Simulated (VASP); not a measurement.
# ZrH2 (P6/mmm) in VASP: notebook

Runs on ZrH2. Level: LDA. Tasks: single point.

All numbers are computed with VASP 6.6.1; they aren't measurements. Logs are shortened: lines on timing, memory, paths and dates and some standing lists are left out, and cuts for length are marked.

**1. The cell of the first run**

It takes space group P6/mmm (No. 191, hexagonal). The conventional cell has a = 3.135 Å, b = 3.135 Å, c = 2.910 Å, α = 90.00°, β = 90.00°, γ = 120.00°. Within 3.2 Å of Zr (site symmetry 6/mmm) lie 12 H at 2.32 Å and 8 Zr at 2.91 to 3.13 Å. Within 2.4 Å of H (site symmetry -6m2) lie 3 H at 1.81 Å and 6 Zr at 2.32 Å.

**2. Single point, LDA**

Input file INCAR:

```
PREC = Accurate
ENCUT = 520
EDIFF = 1E-7
ISMEAR = -1
SIGMA = 0.1
LREAL = False
LASPH = True
NELM = 100
ALGO = Normal
ISIF = 2
LWAVE = False
LCHARG = True
LELF = True
LVHAR = True
NBANDS = 14
```

Input file KPOINTS:

```
Automatic mesh
0
Gamma
  16 16 13
```

Input file POSCAR:

```
ZrH2
1.0
    3.1348605262      0.0000000000      0.0000000000
   -1.5674302631      2.7148688530      0.0000000000
    0.0000000000      0.0000000000      2.9103304425
Zr H
1 2
Direct
    0.0000000000      0.0000000000      0.0000000000
    0.3333333333      0.6666666667      0.5000000000
    0.6666666667      0.3333333333      0.5000000000
```

Potentials or basis: VASP PAW LDA potentials, release 64 (Zr_sv, H).

Started as:

```sh
> cat potpaw_LDA.64/Zr_sv/POTCAR potpaw_LDA.64/H/POTCAR > POTCAR
> mpirun -np 1 vasp_std > vasp.out
```

OUTCAR:

```text
PREC = Accurate
   ENCUT = 520
   EDIFF = 1E-7
   ISMEAR = -1
   LREAL = False
   LASPH = True
   NELM = 100
   ISIF = 2

 ion  position               nearest neighbor table
   1  0.000  0.000  0.000-   2 2.32   3 2.32   2 2.32   3 2.32   2 2.32   2 2.32   3 2.32   3 2.32
                             3 2.32   3 2.32   2 2.32   2 2.32
   2  0.333  0.667  0.500-   1 2.32   1 2.32   1 2.32   1 2.32   1 2.32   1 2.32
   3  0.667  0.333  0.500-   1 2.32   1 2.32   1 2.32   1 2.32   1 2.32   1 2.32

  LATTYP: Found a hexagonal cell.
 ALAT       =     3.1348605262
 C/A-ratio  =     0.9283763721

  Lattice vectors:

 A1 = (   3.1348605262,   0.0000000000,   0.0000000000)
 A2 = (  -1.5674302631,   2.7148688530,   0.0000000000)
 A3 = (   0.0000000000,   0.0000000000,   2.9103304425)

Analysis of symmetry for initial positions (statically):
=====================================================================
 Subroutine PRICEL returns:
 Original cell was already a primitive cell.

 Routine SETGRP: Setting up the symmetry group for a
 hexagonal supercell.

 Subroutine GETGRP returns: Found 24 space group operations
 (whereof 24 operations were pure point group operations)
 out of a pool of 24 trial point group operations.

The static configuration has the point symmetry D_6h.

Analysis of symmetry for dynamics (positions and initial velocities):
=====================================================================
 Subroutine PRICEL returns:
 Original cell was already a primitive cell.

 Routine SETGRP: Setting up the symmetry group for a
 hexagonal supercell.

 Subroutine GETGRP returns: Found 24 space group operations
 (whereof 24 operations were pure point group operations)
 out of a pool of 24 trial point group operations.

The dynamic configuration has the point symmetry D_6h.

 Subroutine INISYM returns: Found 24 space group operations
 (whereof 24 operations are pure point group operations),
 and found     1 'primitive' translations

----------------------------------------------------------------------------------------

                                     Primitive cell

  volume of cell :      24.7691

  direct lattice vectors                    reciprocal lattice vectors
     3.134860526  0.000000000  0.000000000     0.318993458  0.184170959  0.000000000
    -1.567430263  2.714868853  0.000000000     0.000000000  0.368341918  0.000000000
     0.000000000  0.000000000  2.910330442     0.000000000  0.000000000  0.343603594

  length of vectors
     3.134860526  3.134860526  2.910330442     0.368341918  0.368341918  0.343603594

  position of ions in fractional coordinates (direct lattice)
     0.000000000  0.000000000  0.000000000
     0.333333333  0.666666667  0.500000000
     0.666666667  0.333333333  0.500000000

  ion indices of the primitive-cell ions
   primitive index   ion index
                 1           1
                 2           2
                 3           3

----------------------------------------------------------------------------------------

 KPOINTS: Automatic mesh

Automatic generation of k-mesh.
 Grid dimensions read from file:
 generate k-points for:   16   16   13

 Generating k-lattice:

  Cartesian coordinates                     Fractional coordinates (reciprocal lattice)
     0.019937091  0.011510685  0.000000000     0.062500000  0.000000000  0.000000000
     0.000000000  0.023021370  0.000000000     0.000000000  0.062500000  0.000000000
     0.000000000  0.000000000  0.026431046     0.000000000  0.000000000  0.076923077

  Length of vectors
     0.023021370  0.023021370  0.026431046

  Shift w.r.t. Gamma in fractional coordinates (k-lattice)
     0.000000000  0.000000000  0.000000000

 Subroutine IBZKPT returns following result:
 ===========================================

 Found    210 irreducible k-points:

 Following reciprocal coordinates:
            Coordinates               Weight
  0.000000  0.000000  0.000000      1.000000
  0.062500  0.000000  0.000000      6.000000
  0.125000  0.000000  0.000000      6.000000
  0.187500  0.000000  0.000000      6.000000
  0.250000  0.000000  0.000000      6.000000
  0.312500  0.000000  0.000000      6.000000
[... 16 lines left out ...]
  0.187500  0.187500  0.000000      6.000000
  0.250000  0.187500  0.000000     12.000000
 [... further k-points ...]
   k-points           NKPTS =    210   k-points in BZ     NKDIM =    210   number of bands    NBANDS=     14
   number of dos      NEDOS =    301   number of ions     NIONS =      3
   total plane-waves  NPLWV =  13824
   dimension x,y,z NGX =    24 NGY =   24 NGZ =   24
   dimension x,y,z NGXF=    48 NGYF=   48 NGZF=   48
   ions per type =               1   2
   NGX,Y,Z   is equivalent  to a cutoff of  12.73, 12.73, 13.71 a.u.
   NGXF,Y,Z  is equivalent  to a cutoff of  25.46, 25.46, 27.42 a.u.
 SYSTEM =  unknown system
   PREC   = accura    normal or accurate (medium, high low for compatibility)
   ISTART =      0    job   : 0-new  1-cont  2-samecut
   ICHARG =      2    charge: 1-file 2-atom 10-const
   ISPIN  =      1    spin polarized calculation?
   LNONCOLLINEAR =      F non collinear calculations
   LSORBIT =      F    spin-orbit coupling
   LASPH  =      T    aspherical Exc in radial PAW
   ENCUT  =  520.0 eV  38.22 Ry    6.18 a.u.   5.83  5.83  5.41*2*pi/ulx,y,z
   NELM   =    100;   NELMIN=  2; NELMDL= -5     # of ELM steps
   EDIFF  = 0.1E-06   stopping-criterion for ELM
   LREAL  =      F    real-space projection
   EDIFFG = 0.1E-05   stopping-criterion for IOM
   NSW    =      0    number of steps for IOM
   IBRION =     -1    ionic relax: 0-MD 1-quasi-New 2-CG
   NFREE  =      0    steps in history (QN), initial steepest desc. (CG)
   ISIF   =      2    stress and relaxation
   ISYM   =      2    0-nonsym 1-usesym 2-fastsym
   POTIM  = 0.5000    time-step for ionic-motion
   TEBEG  =    0.0;   TEEND  =   0.0 temperature during run
   PSTRESS=    0.0 pullay stress
   NELECT =      14.0000    total number of electrons
   NUPDOWN=      -1.0000    fix difference up-down
   EMIN   =  10.00;   EMAX   =-10.00  energy-range for DOS
   EFERMI =   0.00;   METHOD = LEGACY
   ISMEAR =    -1;   SIGMA  =   0.10  broadening in eV -4-tet -1-fermi 0-gaus
   EFERMI_NEDOS =   21; number of points for ismear=-14 and -15
   IALGO  =     38    algorithm
   IMIX   =      4    mixing-type and parameters
     AMIX     =   0.40;   BMIX     =  1.00
     AMIX_MAG =   1.60;   BMIX_MAG =  1.00
  volume/ion in A,a.u.               =       8.26        55.72
  Fermi-wavevector in a.u.,A,eV,Ry     =   1.353571  2.557878 24.927976  1.832155
  Thomas-Fermi vector in A             =   2.480815
   LORBIT       =      0    0 simple, 1 ext, 2 COOP (PROOUT), +10 PAW based schemes
   GGA     = CA    functional components
   LHFCALC =     F    Hartree Fock is set to
   AEXX    =    0.0000 exact exchange contribution
   IVDW    =     0    specifies the selected vdW correction
   LEPSILON=     F    determine dielectric tensor
   LRPA    =     F    only Hartree local field effects (RPA)
 non-spin polarized calculation
  energy-cutoff  :      520.00
  volume of cell :       24.77
 maximum number of plane-waves:       680
 NGX is ok and might be reduce to    24
   NGX = 11   NGY = 11   NGZ = 11

 number of electron      14.0000000 magnetization

 Free energy of the ion-electron system (eV)
  ---------------------------------------------------
  ext. energy  EPLUGINS =         0.00000000
  ---------------------------------------------------
  free energy    TOTEN  =       -16.61722493 eV

  energy without entropy =      -16.58759877  energy(sigma->0) =      -16.60241185

 E-fermi :   9.9953     XC(G=0): -12.0182

 val. band max:        9.9786398266   @ k =   0.0625   0.0000   0.0769
 cond. band min:       9.9988751057   @ k =   0.0625   0.0625   0.3846
 fundamental gap:      0.0202352791
 Fermi energy:         9.9952566948

 k-point     1 :       0.0000    0.0000    0.0000
  band No.  band energies     occupation
      1     -38.9246      2.00000
      2     -16.6739      2.00000
      3     -16.6739      2.00000
      4     -16.4955      2.00000
      5      -0.8824      2.00000
      6       7.4469      2.00000
      7       9.8147      1.71763
      8       9.8147      1.71763
      9      11.5213      0.00000
     10      14.6040      0.00000
     11      14.6040      0.00000
     12      19.4315      0.00000
     13      20.5515      0.00000
     14      23.5031      0.00000

 k-point     2 :       0.0625    0.0000    0.0000
  band No.  band energies     occupation
      1     -38.9195      2.00000
      2     -16.7170      2.00000
      3     -16.6828      2.00000
      4     -16.4910      2.00000
      5      -0.7788      2.00000
      6       7.5097      2.00000
      7       9.1559      1.99955
      8       9.9273      1.32727
      9      12.2299      0.00000
     10      14.3635      0.00000
     11      14.5766      0.00000
     12      19.7736      0.00000
     13      20.0835      0.00000
     14      23.1756      0.00000

 k-point     3 :       0.1250    0.0000    0.0000
  band No.  band energies     occupation
      1     -38.9048      2.00000
      2     -16.8381      2.00000
      3     -16.7082      2.00000
      4     -16.4782      2.00000
      5      -0.4773      2.00000
      6       7.6691      2.00000
      7       8.1349      2.00000
      8      10.2609      0.13124
      9      13.3789      0.00000
     10      13.8002      0.00000
     11      14.4994      0.00000
     12      19.1083      0.00000
     13      20.6287      0.00000
     14      22.4346      0.00000

 k-point     4 :       0.1875    0.0000    0.0000
  band No.  band energies     occupation
      1     -38.8828      2.00000
      2     -17.0148      2.00000
      3     -16.7458      2.00000
      4     -16.4590      2.00000
      5      -0.0044      2.00000
      6       7.1003      2.00000
      7       7.9592      2.00000
      8      10.8026      0.00062
      9      13.1458      0.00000
     10      14.3871      0.00000
     11      14.4284      0.00000
     12      18.1337      0.00000
     13      21.5553      0.00000
     14      21.7175      0.00000

 k-point     5 :       0.2500    0.0000    0.0000
  band No.  band energies     occupation
      1     -38.8566      2.00000
      2     -17.2170      2.00000
      3     -16.7899      2.00000
      4     -16.4361      2.00000
      5       0.6023      2.00000
      6       6.2289      2.00000
      7       8.1801      2.00000
      8      11.5299      0.00000
      9      12.5300      0.00000
     10      14.2590      0.00000
     11      15.1592      0.00000
[... 276 lines left out ...]
 k-point    22 :       0.4375    0.1250    0.0000
  band No.  band energies     occupation
      1     -38.7826      2.00000
      2     -17.6677      2.00000
      3     -17.0064      2.00000
      4     -16.3717      2.00000
      5       3.4888      2.00000
      6       3.8233      2.00000
      7       8.0228      2.00000
      8      11.4481      0.00000
      9      13.5288      0.00000
     10      14.4864      0.00000
     11      14.8638      0.00000
     12      16.5318      0.00000
     13      21.0590      0.00000
     14      21.0595      0.00000

 k-point    23 :       0.1875    0.1875    0.0000
  band No.  band energies     occupation
      1     -38.8243      2.00000
      2     -17.3809      2.00000
      3     -16.9277      2.00000
      4     -16.4079      2.00000
      5       1.4828      2.00000
      6       5.4791      2.00000
      7       8.3451      2.00000
      8      12.1083      0.00000
      9      12.1809      0.00000
     10      13.7568      0.00000
     11      15.1489      0.00000
     12      16.9529      0.00000
     13      22.0247      0.00000
     14      22.1088      0.00000

 k-point    24 :       0.2500    0.1875    0.0000
  band No.  band energies     occupation
      1     -38.8035      2.00000
      2     -17.4868      2.00000
      3     -17.0100      2.00000
      4     -16.3898      2.00000
      5       2.1765      2.00000
      6       4.9899      2.00000
      7       8.3275      2.00000
      8      11.8647      0.00000
      9      12.6762      0.00000
     10      13.4787      0.00000
     11      14.9509      0.00000
     12      16.9036      0.00000
     13      21.2647      0.00000
     14      22.8452      0.00000

 [... further k-points ...]

------------------------ aborting loop because EDIFF is reached ----------------------------------------

  FORCE on cell =-STRESS in cart. coord.  units (eV):
  Direction    XX          YY          ZZ          XY          YZ          ZX
  --------------------------------------------------------------------------------------
  -------------------------------------------------------------------------------------
  Total        0.0197668      0.0197668      0.0209441      0.0000000      0.0000000      0.0000000
  in kB        1.2786115      1.2786115      1.3547610      0.0000000      0.0000000      0.0000000
  external PRESSURE =       1.3039947 kB  Pullay stress =       0.0000000 kB

 VOLUME and BASIS-vectors are now :
 -----------------------------------------------------------------------------
  energy-cutoff  :      520.00
  volume of cell :       24.77
      direct lattice vectors                 reciprocal lattice vectors
     3.134860526  0.000000000  0.000000000     0.318993458  0.184170959  0.000000000
    -1.567430263  2.714868853  0.000000000     0.000000000  0.368341918  0.000000000
     0.000000000  0.000000000  2.910330442     0.000000000  0.000000000  0.343603594

 POSITION                                       TOTAL-FORCE (eV/Angst)
 -----------------------------------------------------------------------------------
      0.00000      0.00000      0.00000        -0.000000      0.000000      0.000000
     -0.00000      1.80991      1.45517        -0.000000     -0.000000     -0.000000
      1.56743      0.90496      1.45517         0.000000      0.000000      0.000000
 -----------------------------------------------------------------------------------
    total drift:                               -0.000000      0.000000      0.000000

  FREE ENERGIE OF THE ION-ELECTRON SYSTEM (eV)
  ---------------------------------------------------
  free  energy   TOTEN  =       -16.6172249300 eV

  energy  without entropy=      -16.5875987700  energy(sigma->0) =      -16.60241185
```

It took 84 s on 1 thread of Intel Xeon 8259CL, shared host; peak memory 0.18 GiB.

What came out:

| Property | Result |
| --- | --- |
| Free energy | -16.6172 eV |
| Pressure | 0.1 GPa |
| Band gap on the k mesh | zero (bands 7 and 8 overlap by 1.53 eV) |

**3. Single point, LDA**

Input file INCAR:

```
SYSTEM = ZrH2
PREC = Accurate
ENCUT = 520
EDIFF = 1E-6
ISMEAR = -1
SIGMA = 0.1
LREAL = .FALSE.
LASPH = .TRUE.
NELM = 80
ALGO = Normal
ISIF = 2
LWAVE = .FALSE.
LCHARG = .TRUE.
GGA = CA
LELF = .TRUE.
LVHAR = .TRUE.
NBANDS = 14
```

Input file KPOINTS:

```
regular mesh
0
G
  16 16 15
  0 0 0
```

Input file POSCAR:

```
ZrH2
1.0
    3.1357814348      0.0000000000      0.0000000000
   -1.5678907174      2.7156663832      0.0000000000
    0.0000000000      0.0000000000      2.9114309652
Zr H
1 2
Direct
    0.0000000000      0.0000000000      0.0000000000
    0.3333333333      0.6666666667      0.5000000000
    0.6666666667      0.3333333333      0.5000000000
```

Potentials or basis: VASP PAW LDA potentials, release 64 (Zr_sv, H).

Started as:

```sh
> cat potpaw_LDA.64/Zr_sv/POTCAR potpaw_LDA.64/H/POTCAR > POTCAR
> mpirun -np 1 vasp_std > vasp.out
```

Run time: 94 s. Hardware: 1 thread of Intel Xeon 8259CL, shared host; peak memory 0.19 GiB.

The run converged. Its results:

```
Free energy            : -16.6201 eV
Pressure               : 0.1 GPa
Band gap on the k mesh : zero (bands 7 and 8 overlap by 1.55 eV)
```

Levels at points of the mesh, in eV from the Fermi level:
```
           k point  band 3  band 4  band 5  band 6  band 7  band 8  band 9  band 10  band 11  band 12
(0.00, 0.00, 0.00)  -26.65  -26.45  -10.84   -2.51   -0.16   -0.16    1.55     4.64     4.64     9.45
(0.50, 0.00, 0.00)  -26.88  -26.33   -6.75   -6.18   -1.94    1.34    3.98     4.78     6.02     7.42
```
